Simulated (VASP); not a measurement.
Input of a VASP 6.6.1 run:

File INCAR:

```
SYSTEM = CdF2
PREC = Accurate ; ENCUT = 520
EDIFF = 1E-8 ; ISMEAR = -1
SIGMA = 0.03 ; LREAL = .False.
LASPH = .True. ; NELM = 120
ALGO = Normal ; ISIF = 2
LWAVE = .False. ; LCHARG = .False.
GGA = PE ; LEFG = .True.
NBANDS = 24 ; GGA_COMPAT = .False.
```

KPOINTS

```
regular mesh
0
Gamma
  7 7 7
  0 0 0
```

The input POSCAR:

```
CdF2
1.0
    0.0000000000      2.7005188915      2.7005188915
    2.7005188915      0.0000000000      2.7005188915
    2.7005188915      2.7005188915      0.0000000000
Cd F
1 2
Direct
   -0.1125000000      0.0375000000      0.0375000000
    0.3625000000      0.2125000000      0.2125000000
    0.7500000000      0.7500000000      0.7500000000
```

Potentials or basis: VASP PAW PBE potentials, release 64 (Cd_sv_GW, F).

Command:

```sh
$ cat potpaw_PBE.64/Cd_sv_GW/POTCAR potpaw_PBE.64/F/POTCAR > POTCAR
$ mpirun -np 1 vasp_std > vasp.out
```

**Question.** What does it give for the pressure?

**Answer.** 45.8 GPa.

**Question.** Predict the band gap on the k mesh.

**Answer.** 2.31 eV (least direct gap 2.92 eV).

**Question.** What does it give for the largest force?

**Answer.** 18.663 eV/Å.

Electric field gradients, principal values (V/Å²):
| atom | least | middle | greatest (by size) |
| --- | --- | --- | --- |
| 1 Cd | 142.442 | 142.455 | -284.897 |
| 2 F | -28.421 | -28.442 | 56.863 |
| 3 F | 5.609 | 5.632 | -11.241 |

Caveat: the cell differs from its parent crystal (shortest bond scaled by 0.7); the cell stands under pressure; without QUAD_EFG the Cq values of the log hold for a quadrupole moment of 1 mb, not for the nuclei; forces of over 1 eV/Å act on the atoms, so gaps and moduli don't describe the material at rest. A k mesh can miss the band edges.
